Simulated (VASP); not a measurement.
BaH2, 6 atoms in the cell. Symmetry: P6_3/mmc, No. 194, hexagonal system. Conventional cell: a = 4.348 Å, b = 4.348 Å, c = 5.680 Å, α = 90.00°, β = 90.00°, γ = 120.00°. Within 3.3 Å of Ba (site symmetry -6m2) lie 11 H at 2.51 to 2.88 Å. H (site symmetry -6m2) has 5 Ba at 2.51 to 2.84 Å and 6 H at 2.88 Å within 3.3 Å. Within 3.7 Å of H (site symmetry -3m) lie 8 H at 2.84 to 2.88 Å and 6 Ba at 2.88 Å. 

| Item | Value |
| --- | --- |
| Program | VASP 6.6.1 |
| Task | vibrations by perturbation theory |
| Functional | LDA |
| Potentials or basis | VASP PAW LDA potentials, release 64 (Ba_sv, H) |
| Cutoff | 520 eV |
| k mesh | 6 × 6 × 6 |
| Occupations | gaussian, width 0.01 eV |
| Spin | no spin polarisation |
| Dipole correction | no |
| Further INCAR settings | ALGO = Normal; EDIFF = 1e-08; IBRION = 8; NSW = 1 |

Potentials or basis: VASP PAW LDA potentials, release 64 (Ba_sv, H).

Run with:

```sh
$ cat potpaw_LDA.64/Ba_sv/POTCAR potpaw_LDA.64/H/POTCAR > POTCAR
$ mpirun -np 1 vasp_std > vasp.out
```

Hardware: 1 thread of Intel(R) Xeon(R) Platinum 8259CL CPU @ 2.50GHz (Skylake/Cascade Lake), with other jobs on the host.

How long does it take, and how much memory?

It took 14 min on 1 thread of Intel(R) Xeon(R) Platinum 8259CL CPU @ 2.50GHz (Skylake/Cascade Lake), with other jobs on the host, peak memory 0.49 GiB. Counts: scf iterations 218, k points 28.
